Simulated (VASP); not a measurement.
# Si2Mo: relaxation of shape and atoms at fixed volume with LDA

Crystal: Si2Mo.

```
Si Mo
1.0
    -1.58694    1.58694    3.89064
     1.58694   -1.58694    3.89064
     1.58694    1.58694   -3.89064
Si Mo
2 1
Direct
  0.33548 0.33548 0.00000
  0.66452 0.66452 0.00000
  0.00000 0.00000 0.00000
```

```json
{"Program": "VASP 6.6.1", "Task": "relaxation of shape and atoms at fixed volume", "Functional": "LDA", "Potentials or basis": "VASP PAW LDA potentials, release 64 (Si, Mo_sv)", "Cutoff": "600 eV", "k mesh": "10 × 10 × 10", "Occupations": "gaussian, width 0.05 eV", "Spin": "no spin polarisation", "Dipole correction": "no", "Further INCAR settings": "ALGO = Normal; EDIFF = 1e-06; IBRION = 2; EDIFFG = -0.01; NSW = 60; ISIF = 4"}
```

| Quantity | Value |
| --- | --- |
| Energy gained by relaxing | 0.0 meV/atom |
| Ionic steps | 3 |
| Pressure after relaxing | 0.6 GPa |
| Largest force after relaxing | 0.007 eV/Å |
| Band gap on the k mesh | zero (bands 11 and 12 overlap by 0.93 eV) |

Forces on the atoms (eV/Å):
```
Si   0.000  0.000 -0.007
Si   0.000  0.000  0.007
Mo   0.000  0.000  0.000
```

Final structure:
```cif
data_structure
_symmetry_space_group_name_H-M 'P 1'
_symmetry_Int_Tables_number 1
_cell_length_a 4.4892
_cell_length_b 4.4892
_cell_length_c 4.4892
_cell_angle_alpha 138.578
_cell_angle_beta 138.578
_cell_angle_gamma 60.018
_cell_volume 39.19
loop_
_atom_site_label
_atom_site_type_symbol
_atom_site_fract_x
_atom_site_fract_y
_atom_site_fract_z
_atom_site_occupancy
Si1 Si 0.33542 0.33542 0.00000 1
Si2 Si 0.66458 0.66458 0.00000 1
Mo1 Mo 0.00000 0.00000 0.00000 1
```

Levels at points of the mesh, in eV from the Fermi level:
```
           k point  band 9  band 10  band 11  band 12  band 13  band 14
(0.00, 0.00, 0.00)   -2.60    -2.60     0.46     3.27     3.37     3.65
(0.50, 0.00, 0.00)   -2.58    -2.58    -0.45     2.39     3.23     4.32
(0.50, 0.50, 0.00)   -4.43    -3.07    -1.09     2.44     2.90     3.33
(0.50, 0.50, 0.50)   -0.52    -0.52    -0.37    -0.37     0.61     4.90
```

Run time: 2.2 min on 1 thread of AMD EPYC 7R13 Processor (Zen 3), on a shared host, peak memory 0.19 GiB.
